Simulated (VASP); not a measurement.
Write the native input for VASP 6.6.1 that does the following.

* Task: electric field gradients
* Functional: PBE
* Potentials or basis: VASP PAW PBE potentials, release 64 (Au)
* Cutoff: 520 eV
* k mesh: 18 × 18 × 10
* Occupations: fermi-dirac, width 0.15 eV
* Spin: no spin polarisation
* Dipole correction: no
* Further INCAR settings: ALGO = Fast; EDIFF = 1e-08; NBANDS = 18

The structure of Au lies in POSCAR:

```
Au
1.0
    2.9158697421      0.0000000000      0.0000000000
   -1.4579348710      2.5252172708      0.0000000000
    0.0000000000      0.0000000000      4.8913943034
Au
2
Direct
    0.3333333333      0.6666666667      0.7500000000
    0.6666666667      0.3333333333      0.2500000000
```

The input as run:

INCAR

```
PREC = Accurate
ENCUT = 520
EDIFF = 1E-8
ISMEAR = -1
SIGMA = 0.15
LREAL = F
LASPH = T
NELM = 60
ALGO = Fast
ISIF = 2
LWAVE = F
LCHARG = F
GGA = PE
LEFG = T
NBANDS = 18
```

KPOINTS

```
regular mesh
0
Gamma
  18 18 10
```

Potentials or basis: VASP PAW PBE potentials, release 64 (Au).

Command:

```console
$ cat potpaw_PBE.64/Au/POTCAR > POTCAR
$ mpirun -np 1 vasp_std > vasp.out
```

Results of the run:

```
Pressure               : -0.2 GPa
Band gap on the k mesh : zero (band 11 reaches 12.59 eV, above the bottom of band 12 at 6.01 eV)
```

Caveat: without QUAD_EFG the Cq values of the log hold for a quadrupole moment of 1 mb, not for the nuclei; spin-orbit coupling is left out, which moves the levels of the heavy elements.

It took 52 s on 1 thread of Intel(R) Xeon(R) 6975P-C (Granite Rapids) (shared host), peak memory 0.24 GiB.
